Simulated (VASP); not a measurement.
Wanted: the native input for a VASP 6.6.1 run.

* Task: single point
* Functional: r2SCAN
* Potentials or basis: VASP PAW PBE potentials, release 64 (Mg, O)
* Cutoff: 660 eV
* k mesh: 8 × 8 × 8
* Occupations: fermi-dirac, width 0.02 eV
* Spin: no spin polarisation
* Dipole correction: no
* Further INCAR settings: ALGO = Normal; EDIFF = 1e-06; NBANDS = 11

The system is MgO.

```xyz
2
Lattice="0.0000 2.1159 2.1159 2.1159 0.0000 2.1159 2.1159 2.1159 0.0000" Properties=species:S:1:pos:R:3 pbc="T T T"
Mg    0.0000    0.0000    0.0000
O     2.1159    2.1159    2.1159
```

The input as run:

POSCAR

```
MgO
1.0
    0.0000000000      2.1159000000      2.1159000000
    2.1159000000      0.0000000000      2.1159000000
    2.1159000000      2.1159000000      0.0000000000
Mg O
1 1
Direct
    0.0000000000      0.0000000000      0.0000000000
    0.5000000000      0.5000000000      0.5000000000
```

INCAR.step1

```
SYSTEM = MgO
ALGO     = Normal         ! electronic algorithm
EDIFF    = 1E-5           ! SCF threshold, eV
ENCUT    = 660            ! plane-wave cutoff, eV
GGA      = PE             ! functional
GGA_COMPAT= .FALSE.      
ISMEAR   = -1             ! smearing method
LASPH    = .TRUE.         ! aspherical terms in the spheres
LCHARG   = .FALSE.        ! write CHGCAR
LREAL    = .FALSE.        ! projectors in reciprocal space
LWAVE    = .TRUE.         ! write WAVECAR
NBANDS   = 11             ! bands
NELM     = 120            ! most SCF steps
PREC     = Accurate       ! precision mode
SIGMA    = 0.02           ! smearing width, eV
```

INCAR.step2

```
SYSTEM = MgO
ALGO     = Normal         ! electronic algorithm
EDIFF    = 1E-6           ! SCF threshold, eV
ENCUT    = 660            ! plane-wave cutoff, eV
GGA_COMPAT= .FALSE.      
ISIF     = 2              ! what is computed and relaxed
ISMEAR   = -1             ! smearing method
ISTART   = 1            
LASPH    = .TRUE.         ! aspherical terms in the spheres
LCHARG   = .TRUE.         ! write CHGCAR
LELF     = .TRUE.         ! ELF
LMIXTAU  = .TRUE.       
LREAL    = .FALSE.        ! projectors in reciprocal space
LVHAR    = .TRUE.       
LWAVE    = .FALSE.        ! write WAVECAR
METAGGA  = R2SCAN         ! meta-GGA
NBANDS   = 11             ! bands
NELM     = 120            ! most SCF steps
PREC     = Accurate       ! precision mode
SIGMA    = 0.02           ! smearing width, eV
```

KPOINTS

```
k-points
0
G
  8 8 8
  0 0 0
```

Potentials or basis: VASP PAW PBE potentials, release 64 (Mg, O).

Launch:

```bash
$ cat potpaw_PBE.64/Mg/POTCAR potpaw_PBE.64/O/POTCAR > POTCAR
$ cp INCAR.step1 INCAR
$ mpirun -np 1 vasp_std > vasp.out
$ cp INCAR.step2 INCAR
$ mpirun -np 1 vasp_std > vasp.out
```

It gave:

```
Pressure               : -4.5 GPa
Band gap on the k mesh : 5.47 eV, direct
```

Caveat: the PAW data sets were made with another functional, which shifts forces and pressure a little.

Wall time 24 s on 1 thread of Intel(R) Xeon(R) 6975P-C (Granite Rapids), with other jobs on the host, peak memory 0.17 GiB.
